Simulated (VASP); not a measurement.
Input of a VASP 6.6.1 run:

Contents of INCAR:

```
PREC = Accurate ; ENCUT = 520
EDIFF = 1E-8 ; ISMEAR = -1
SIGMA = 0.05 ; LREAL = F
LASPH = T ; NELM = 100
ALGO = Normal ; ISIF = 2
LWAVE = F ; LCHARG = F
LEFG = T ; NBANDS = 18
```

File KPOINTS:

```
regular mesh
0
Gamma
  9 9 9
```

The input POSCAR:

```
LaZn
1.0
    3.7500000000      0.0000000000      0.0000000000
    0.0000000000      3.7500000000      0.0000000000
    0.0000000000      0.0000000000      3.7500000000
La Zn
1 1
Direct
    0.5000000000      0.5000000000      0.5000000000
    0.0000000000      0.0000000000      0.0000000000
```

Potentials or basis: VASP PAW LDA potentials, release 64 (La, Zn).

The run is started by

```console
$ cat potpaw_LDA.64/La/POTCAR potpaw_LDA.64/Zn/POTCAR > POTCAR
$ mpirun -np 1 vasp_std > vasp.out
```

Task: What does it give for the pressure?

Result: -4.0 GPa.

Task: Predict the band gap on the k mesh.

Result: Zero (an odd number of electrons rules out a gap without spin polarisation).

Caveat: the cell stands under tension; spin-orbit coupling is left out, which moves the levels of the heavy elements.
